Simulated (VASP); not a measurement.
# Cs3Sb4Se (Pm-3m) in VASP: notebook

Cs3Sb4Se is run at these levels: PBE; tasks: single point.

Everything below comes from runs of VASP 6.6.1. Logs are shortened: lines on timing, memory, paths and dates and some standing lists are left out, and cuts for length are marked.

### 1 The cell of the first run

Symmetry: Pm-3m, No. 221, cubic system. The conventional cell has a = 6.924 Å, b = 6.924 Å, c = 6.924 Å, α = 90.00°, β = 90.00°, γ = 90.00°. Cs (site symmetry 4/mmm) has 6 Sb at 3.46 Å within 4.6 Å. Within 4.6 Å of Sb (site symmetry m-3m) lie 6 Cs at 3.46 Å. Within 4.6 Å of Sb (site symmetry 4/mmm) lie 4 Cs at 3.46 Å and 2 Se at 3.46 Å. Within 4.6 Å of Se (site symmetry m-3m) lie 6 Sb at 3.46 Å.

The cell was generated, and may not be a known phase.

### 2 Single point, PBE

File INCAR:

```
SYSTEM = Cs3Sb4Se
PREC = Accurate ; ENCUT = 520
EDIFF = 1E-7 ; ISMEAR = 0
SIGMA = 0.1 ; LREAL = .FALSE.
LASPH = .TRUE. ; NELM = 100
ALGO = Normal ; ISIF = 2
LWAVE = .FALSE. ; LCHARG = .TRUE.
GGA = PE ; LELF = .TRUE.
LVHAR = .TRUE. ; NBANDS = 36
```

File KPOINTS:

```
regular mesh
0
G
  4 4 4
  0 0 0
```

File POSCAR:

```
Cs3Sb4Se
1.0
    6.9244352900      0.0000000000      0.0000000000
    0.0000000000      6.9244352900      0.0000000000
    0.0000000000      0.0000000000      6.9244352900
Cs Sb Se
3 4 1
Direct
    0.0000000000      0.0000000000      0.5000000000
    0.0000000000      0.5000000000      0.0000000000
    0.5000000000      0.0000000000      0.0000000000
    0.0000000000      0.0000000000      0.0000000000
    0.5000000000      0.5000000000      0.0000000000
    0.5000000000      0.0000000000      0.5000000000
    0.0000000000      0.5000000000      0.5000000000
    0.5000000000      0.5000000000      0.5000000000
```

Potentials or basis: VASP PAW PBE potentials, release 64 (Cs_sv, Sb, Se).

Launch:

```sh
cat potpaw_PBE.64/Cs_sv/POTCAR potpaw_PBE.64/Sb/POTCAR potpaw_PBE.64/Se/POTCAR > POTCAR
mpirun -np 1 vasp_std > vasp.out
```

OUTCAR:

```text
SYSTEM = Cs3Sb4Se
   PREC = Accurate
   ENCUT = 520
   EDIFF = 1E-7
   ISMEAR = 0
   LREAL = .FALSE.
   LASPH = .TRUE.
   NELM = 100
   ISIF = 2
   GGA = PE

 ion  position               nearest neighbor table
   1  0.000  0.000  0.500-   4 3.46   6 3.46   7 3.46   4 3.46   7 3.46   6 3.46
   2  0.000  0.500  0.000-   4 3.46   5 3.46   7 3.46   7 3.46   4 3.46   5 3.46
   3  0.500  0.000  0.000-   4 3.46   5 3.46   6 3.46   6 3.46   5 3.46   4 3.46
   4  0.000  0.000  0.000-   1 3.46   2 3.46   3 3.46   1 3.46   2 3.46   3 3.46
   5  0.500  0.500  0.000-   2 3.46   3 3.46   3 3.46   2 3.46
   6  0.500  0.000  0.500-   1 3.46   3 3.46   3 3.46   1 3.46
   7  0.000  0.500  0.500-   1 3.46   2 3.46   2 3.46   1 3.46
   8  0.500  0.500  0.500-

  LATTYP: Found a simple cubic cell.
 ALAT       =     6.9244352900

  Lattice vectors:

 A1 = (   6.9244352900,   0.0000000000,   0.0000000000)
 A2 = (   0.0000000000,   6.9244352900,   0.0000000000)
 A3 = (   0.0000000000,   0.0000000000,   6.9244352900)

Analysis of symmetry for initial positions (statically):
=====================================================================
 Subroutine PRICEL returns:
 Original cell was already a primitive cell.

 Routine SETGRP: Setting up the symmetry group for a
 simple cubic supercell.

 Subroutine GETGRP returns: Found 48 space group operations
 (whereof 48 operations were pure point group operations)
 out of a pool of 48 trial point group operations.

The static configuration has the point symmetry O_h .

Analysis of symmetry for dynamics (positions and initial velocities):
=====================================================================
 Subroutine PRICEL returns:
 Original cell was already a primitive cell.

 Routine SETGRP: Setting up the symmetry group for a
 simple cubic supercell.

 Subroutine GETGRP returns: Found 48 space group operations
 (whereof 48 operations were pure point group operations)
 out of a pool of 48 trial point group operations.

The dynamic configuration has the point symmetry O_h .

 Subroutine INISYM returns: Found 48 space group operations
 (whereof 48 operations are pure point group operations),
 and found     1 'primitive' translations

----------------------------------------------------------------------------------------

                                     Primitive cell

  volume of cell :     332.0115

[... 90 lines left out ...]
   NFREE  =      0    steps in history (QN), initial steepest desc. (CG)
   ISIF   =      2    stress and relaxation
   ISYM   =      2    0-nonsym 1-usesym 2-fastsym
   POTIM  = 0.5000    time-step for ionic-motion
   TEBEG  =    0.0;   TEEND  =   0.0 temperature during run
   PSTRESS=    0.0 pullay stress
   NELECT =      53.0000    total number of electrons
   NUPDOWN=      -1.0000    fix difference up-down
   EMIN   =  10.00;   EMAX   =-10.00  energy-range for DOS
   EFERMI =   0.00;   METHOD = LEGACY
   ISMEAR =     0;   SIGMA  =   0.10  broadening in eV -4-tet -1-fermi 0-gaus
   EFERMI_NEDOS =   21; number of points for ismear=-14 and -15
   IALGO  =     38    algorithm
   IMIX   =      4    mixing-type and parameters
     AMIX     =   0.40;   BMIX     =  1.00
     AMIX_MAG =   1.60;   BMIX_MAG =  1.00
  volume/ion in A,a.u.               =      41.50       280.07
  Fermi-wavevector in a.u.,A,eV,Ry     =   0.888074  1.678216 10.730578  0.788675
  Thomas-Fermi vector in A             =   2.009456
   LORBIT       =      0    0 simple, 1 ext, 2 COOP (PROOUT), +10 PAW based schemes
   GGA     = PE    functional components
   LHFCALC =     F    Hartree Fock is set to
   AEXX    =    0.0000 exact exchange contribution
   IVDW    =     0    specifies the selected vdW correction
   LEPSILON=     F    determine dielectric tensor
   LRPA    =     F    only Hartree local field effects (RPA)
 non-spin polarized calculation
 Gauss-broadening in eV      SIGMA  =   0.10
  energy-cutoff  :      520.00
  volume of cell :      332.01
 maximum number of plane-waves:      9008
 NGX is ok and might be reduce to    54
   NGX = 25   NGY = 25   NGZ = 25

 number of electron      53.0000008 magnetization

 Free energy of the ion-electron system (eV)
  ---------------------------------------------------
  ext. energy  EPLUGINS =         0.00000000
  ---------------------------------------------------
  free energy    TOTEN  =       -17.45402825 eV

  energy without entropy =      -17.35350417  energy(sigma->0) =      -17.40376621

 E-fermi :   2.5370     XC(G=0):  -8.2483

 val. band max:        2.5346079381   @ k =   0.2500   0.2500   0.0000
 cond. band min:       2.5511690259   @ k =   0.2500   0.2500   0.0000
 fundamental gap:      0.0165610877
 Fermi energy:         2.5370045501

 k-point     1 :       0.0000    0.0000    0.0000
  band No.  band energies     occupation
      1     -18.7239      2.00000
      2     -18.6781      2.00000
      3     -18.6781      2.00000
      4      -9.4680      2.00000
      5      -6.0348      2.00000
      6      -6.0348      2.00000
[... 379 lines left out ...]
     35       7.9212      0.00000
     36       7.9212      0.00000

------------------------ aborting loop because EDIFF is reached ----------------------------------------

  FORCE on cell =-STRESS in cart. coord.  units (eV):
  Direction    XX          YY          ZZ          XY          YZ          ZX
  --------------------------------------------------------------------------------------
  -------------------------------------------------------------------------------------
  Total        3.7049802      3.7049802      3.7049802      0.0000000     -0.0000000     -0.0000000
  in kB       17.8790070     17.8790070     17.8790070      0.0000000     -0.0000000     -0.0000000
  external PRESSURE =      17.8790070 kB  Pullay stress =       0.0000000 kB

 VOLUME and BASIS-vectors are now :
 -----------------------------------------------------------------------------
  energy-cutoff  :      520.00
  volume of cell :      332.01
      direct lattice vectors                 reciprocal lattice vectors
     6.924435290  0.000000000  0.000000000     0.144416109  0.000000000  0.000000000
     0.000000000  6.924435290  0.000000000     0.000000000  0.144416109  0.000000000
     0.000000000  0.000000000  6.924435290     0.000000000  0.000000000  0.144416109

 POSITION                                       TOTAL-FORCE (eV/Angst)
 -----------------------------------------------------------------------------------
      0.00000      0.00000      3.46222         0.000000      0.000000      0.000000
      0.00000      3.46222      0.00000         0.000000      0.000000      0.000000
      3.46222      0.00000      0.00000         0.000000      0.000000      0.000000
      0.00000      0.00000      0.00000         0.000000      0.000000      0.000000
      3.46222      3.46222      0.00000         0.000000      0.000000      0.000000
      3.46222      0.00000      3.46222         0.000000      0.000000      0.000000
      0.00000      3.46222      3.46222         0.000000      0.000000      0.000000
      3.46222      3.46222      3.46222         0.000000      0.000000      0.000000
 -----------------------------------------------------------------------------------
    total drift:                                0.000000     -0.000000     -0.000000

  FREE ENERGIE OF THE ION-ELECTRON SYSTEM (eV)
  ---------------------------------------------------
  free  energy   TOTEN  =       -17.4540282477 eV

  energy  without entropy=      -17.3535041750  energy(sigma->0) =      -17.40376621
```

OSZICAR:

```text
N       E                     dE             d eps       ncg     rms          rms(c)
DAV:   1     0.350512753393E+03    0.35051E+03   -0.18791E+04   720   0.116E+03
DAV:   2     0.228794856741E+02   -0.32763E+03   -0.31924E+03  1004   0.196E+02
DAV:   3    -0.169339555109E+02   -0.39813E+02   -0.39189E+02   848   0.754E+01
DAV:   4    -0.178545483584E+02   -0.92059E+00   -0.90651E+00   808   0.131E+01
DAV:   5    -0.178660844128E+02   -0.11536E-01   -0.11527E-01   836   0.156E+00    0.425E+00
DAV:   6    -0.189448364382E+02   -0.10788E+01   -0.11354E+01   872   0.496E+00    0.601E+00
DAV:   7    -0.174425239042E+02    0.15023E+01   -0.62481E+00   744   0.284E+00    0.185E+00
DAV:   8    -0.174479453398E+02   -0.54214E-02   -0.20026E-01   792   0.133E+00    0.768E-01
DAV:   9    -0.174530755644E+02   -0.51302E-02   -0.28499E-02   816   0.622E-01    0.343E-01
DAV:  10    -0.174532200943E+02   -0.14453E-03   -0.54373E-03   784   0.235E-01    0.142E-01
DAV:  11    -0.174539990765E+02   -0.77898E-03   -0.19142E-03   776   0.162E-01    0.410E-02
DAV:  12    -0.174539929385E+02    0.61380E-05   -0.11562E-04   800   0.471E-02    0.262E-02
DAV:  13    -0.174540138489E+02   -0.20910E-04   -0.79100E-05   764   0.323E-02    0.796E-03
DAV:  14    -0.174540270038E+02   -0.13155E-04   -0.23517E-05   760   0.177E-02    0.428E-03
DAV:  15    -0.174540278867E+02   -0.88285E-06   -0.24688E-06   888   0.607E-03    0.181E-03
DAV:  16    -0.174540284582E+02   -0.57155E-06   -0.91428E-07   756   0.329E-03    0.707E-04
DAV:  17    -0.174540282782E+02    0.17996E-06   -0.65481E-08   448   0.117E-03    0.240E-04
DAV:  18    -0.174540282477E+02    0.30579E-07   -0.29220E-08   424   0.694E-04
   1 F= -.17454028E+02 E0= -.17403766E+02  d E =-.100524E+00
```

stdout:

```text
POSCAR found type information on POSCAR CsSbSe
 POSCAR found :  3 types and       8 ions
 scaLAPACK will be used
 LDA part: xc-table for (Slater+PW92), standard interpolation
 POSCAR, INCAR and KPOINTS ok, starting setup
 FFT: planning ... GRIDC
 FFT: planning ... GRID_SOFT
 FFT: planning ... GRID
 WAVECAR not read
 entering main loop
```

It took 87 s on 1 thread of Intel Xeon 6975P-C (Granite Rapids), shared host; peak memory 0.44 GiB.

Results:

```yaml
Free_energy: -17.4540 eV
Pressure: 1.8 GPa
Band_gap_on_the_k_mesh: zero (an odd number of electrons rules out a gap without spin polarisation)
```

Caveat: spin-orbit coupling is left out, which moves the levels of the heavy elements; an odd number of electrons without spin polarisation forces a metal; a magnetic or distorted state may lie lower.

(Part 1 of 2 ends here.)
